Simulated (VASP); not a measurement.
# Si6Ge in VASP: notebook, part 2 of 2

VASP 6.6.1. Earlier steps stand in the parts before.

## (5) Single point, PBE (18.09 Å³/atom)

This run uses another cell than the first one, of 18.09 Å³/atom.

Input file INCAR:

```
  PREC = Accurate
  ENCUT = 520
  EDIFF = 1E-7
  ISMEAR = 0
  SIGMA = 0.1
  LREAL = F
  LASPH = T
  NELM = 100
  ALGO = Normal
  ISIF = 2
  LWAVE = F
  LCHARG = T
  GGA = PE
  LELF = T
  LVHAR = T
  NBANDS = 28
```

Input file KPOINTS:

```
Automatic mesh
0
Gamma
  10 10 4
```

Input file POSCAR:

```
Si6Ge
1.0
    2.6226268671     -2.5573223744      0.0343225303
    2.6226268671      2.5573223744      0.0343225303
   -0.1235707667      0.0000000000      9.4393173637
Si Ge
6 1
Direct
    0.7487986075      0.2512013925      0.0000000000
    0.2512013925      0.7487986075      0.0000000000
    0.5000077875      1.0000058824      0.7436461730
   -0.0000058824      0.4999922125      0.2563538270
    0.4999922125     -0.0000058824      0.2563538270
    1.0000058824      0.5000077875      0.7436461730
    0.5000000000      0.5000000000      0.5000000000
```

Started as:

```bash
$ cat potpaw_PBE.64/Si/POTCAR potpaw_PBE.64/Ge_d/POTCAR > POTCAR
$ mpirun -np 1 vasp_std > vasp.out
```

It took 4.4 min on 1 thread of AMD EPYC 7R13 (Zen 3), shared host; peak memory 0.43 GiB.

It converged, with:

| Quantity | Value |
| --- | --- |
| Free energy | -34.2500 eV |
| Pressure | -6.8 GPa |
| Largest force | 0.009 eV/Å |
| Band gap on the k mesh | zero (bands 19 and 20 overlap by 3.64 eV) |

Forces in eV/Å, atoms in the order of the input:
```
Si   0.000  0.009  0.000
Si   0.000 -0.009  0.000
Si   0.000  0.000  0.001
Si   0.000  0.000 -0.001
Si   0.000  0.000 -0.001
Si   0.000  0.000  0.001
Ge   0.000  0.000  0.000
```

Levels at points of the mesh, in eV from the Fermi level:
```
           k point  band 17  band 18  band 19  band 20  band 21  band 22
(0.00, 0.00, 0.00)    -1.58    -0.22    -0.09     0.78     1.00     1.69
(0.50, 0.00, 0.00)    -0.24     0.03     0.22     0.48     0.56     2.25
(0.50, 0.50, 0.00)    -3.61    -2.44    -1.38    -0.83    -0.66    -0.65
(0.00, 0.00, 0.50)    -1.91    -1.73     0.33     0.50     1.61     1.94
(0.50, 0.00, 0.50)    -0.20     0.00     0.09     0.45     0.67     0.73
(0.50, 0.50, 0.50)    -4.13    -3.42    -3.00    -2.59     0.65     1.93
```

Caveat: the cell stands under tension.

## (6) Relaxation of cell and atoms, PBE

This run uses another cell than the first one, of 16.38 Å³/atom.

Input file INCAR:

```
PREC     = Accurate       # precision mode
ENCUT    = 500            # plane-wave cutoff, eV
EDIFF    = 1E-7           # SCF threshold, eV
ISMEAR   = 0              # smearing method
SIGMA    = 0.1            # smearing width, eV
LREAL    = F              # projectors in reciprocal space
LASPH    = T              # aspherical terms in the spheres
NELM     = 120            # most SCF steps
ALGO     = Normal         # electronic algorithm
ISIF     = 3              # what is computed and relaxed
LWAVE    = F              # write WAVECAR
LCHARG   = F              # write CHGCAR
GGA      = PE             # functional
IBRION   = 2              # ionic algorithm
NSW      = 100            # ionic steps
EDIFFG   = -0.01          # ionic threshold
GGA_COMPAT= F            
NELMIN   = 4
```

Input file KPOINTS:

```
Automatic mesh
0
Gamma
  8 8 4
```

Input file POSCAR:

```
Si6Ge
1.0
    2.4884921540     -2.5944113638      0.0000000000
    2.4884921540      2.5944113638      0.0000000000
    0.0000000000      0.0000000000      8.8817217085
Si Ge
6 1
Direct
    0.2510088277      0.2510088277      0.0000000000
    0.7489911723      0.7489911723      0.0000000000
    0.0000000000      0.5000000000      0.7409357057
    0.5000000000      0.0000000000      0.2590642943
    0.0000000000      0.5000000000      0.2590642943
    0.5000000000      0.0000000000      0.7409357057
    0.5000000000      0.5000000000      0.5000000000
```

Potentials or basis: VASP PAW PBE potentials, release 64 (Si, Ge_d).

Started as:

```bash
$ cat potpaw_PBE.64/Si/POTCAR potpaw_PBE.64/Ge_d/POTCAR > POTCAR
$ mpirun -np 1 vasp_std > vasp.out
```

Run time: 21 min. Hardware: 1 thread of Oxide Virtual Turin-like, shared host; peak memory 0.29 GiB.

The run converged. Its results:

```
Free energy                           : -34.4869 eV
Relaxed volume                        : 16.47 Å³/atom
Relaxed cell                          : a = 3.577 Å, b = 3.577 Å, c = 9.015 Å, α = 90.00°, β = 90.00°, γ = 91.78°
Space group after relaxing (to 0.1 Å) : Cmmm (No. 65)
Energy gained by relaxing             : 1.6 meV/atom
Ionic steps                           : 8
Pressure after relaxing               : 0.0 GPa
Largest force after relaxing          : 0.010 eV/Å
```

Forces in eV/Å, atoms in the order of the input:
```
Si  -0.007  0.000  0.000
Si   0.007  0.000  0.000
Si   0.000  0.000  0.010
Si   0.000  0.000 -0.010
Si   0.000  0.000 -0.010
Si   0.000  0.000  0.010
Ge   0.000  0.000  0.000
```

Step by step:
| step | energy change (eV) | largest force (eV/Å) | pressure (GPa) | volume (Å³) |
| --- | --- | --- | --- | --- |
| 1 | 0.0000 | 0.0205 | 0.34 | 114.68 |
| 2 | -0.0069 | 0.0127 | -0.07 | 115.26 |
| 3 | -0.0090 | 0.0138 | -0.37 | 115.66 |
| 4 | -0.0092 | 0.0157 | -0.45 | 115.79 |
| 5 | -0.0111 | 0.0241 | 0.07 | 115.18 |
| 6 | -0.0112 | 0.0232 | -0.01 | 115.28 |
| 7 | -0.0113 | 0.0111 | 0.01 | 115.27 |
| 8 | -0.0113 | 0.0095 | 0.01 | 115.27 |

Final structure:
```yaml
crystal:
  lattice:
    - [2.48956, -2.56809, 0.00000]
    - [2.48956, 2.56809, 0.00000]
    - [0.00000, 0.00000, 9.01472]
  atoms:
    - { symbol: Si, position: [0.25045, 0.25045, 0.00000] }
    - { symbol: Si, position: [0.74955, 0.74955, 0.00000] }
    - { symbol: Si, position: [0.00000, 0.50000, 0.74079] }
    - { symbol: Si, position: [0.50000, 0.00000, 0.25921] }
    - { symbol: Si, position: [0.00000, 0.50000, 0.25921] }
    - { symbol: Si, position: [0.50000, 0.00000, 0.74079] }
    - { symbol: Ge, position: [0.50000, 0.50000, 0.50000] }
```

Levels at points of the mesh, in eV from the Fermi level:
```
           k point  band 15  band 16  band 17  band 18  band 19  band 20  band 21  band 22  band 23
(0.00, 0.00, 0.00)    -2.17    -2.02    -1.33    -0.22     0.03     0.99     1.15     1.40     2.63
(0.50, 0.00, 0.00)    -2.46    -0.75    -0.44    -0.14     0.11     0.33     0.46     2.30     2.46
(0.50, 0.50, 0.00)    -5.54    -5.54    -3.87    -2.23    -1.47    -0.90    -0.84    -0.82    -0.49
(0.00, 0.00, 0.50)    -2.47    -2.27    -2.14    -1.56     0.73     0.81     1.45     1.52     2.14
(0.50, 0.00, 0.50)    -0.79    -0.47    -0.46    -0.17    -0.04     0.43     0.67     0.73     1.10
(0.50, 0.50, 0.50)    -4.68    -4.53    -4.25    -3.65    -3.40    -3.03     0.45     2.15     2.47
```

Caveat: the highest band is partly filled, so the run has too few bands.

## (7) The runs side by side

```tsv
task	cell	k mesh	cutoff (eV)	smearing	gap on the mesh (eV)	pressure (GPa)	largest force (eV/Å)
single point	a = 3.596, b = 3.596, c = 9.016 Å, angles 91.2, 91.2, 86.8°, 7 atoms, atomic positions A	4 × 4 × 2	520	gaussian 0.2 eV	none	-0.2	0.05
single point	a = 3.565, b = 3.565, c = 9.064 Å, angles 90.0, 90.0, 88.6°, 7 atoms, atomic positions B	10 × 10 × 4	520	gaussian 0.1 eV	none	0.0	-
single point	a = 3.564, b = 3.564, c = 9.064 Å, angles 90.0, 90.0, 88.5°, 7 atoms, atomic positions C	10 × 10 × 4	520	gaussian 0.1 eV	none	0.0	-
single point	a = 3.663, b = 3.663, c = 9.440 Å, angles 90.0, 90.0, 88.6°, 7 atoms, atomic positions D	10 × 10 × 4	520	gaussian 0.1 eV	none	-6.8	0.01
relaxation of cell and atoms	relaxed from a = 3.595, b = 3.595, c = 8.882 Å, angles 90.0, 90.0, 92.4°, 7 atoms, atomic positions E	8 × 8 × 4	500	gaussian 0.1 eV	-	0.0	0.01
```

Alike in all rows: level PBE; potentials or basis VASP PAW PBE potentials, release 64 (Si, Ge_d); no spin polarisation.

Caveats: some runs use coarse meshes; the cell stands under tension (at least some runs); the highest band is partly filled, so the run has too few bands (at least some runs).

Absolute energies hang on the potentials; compare differences alone.
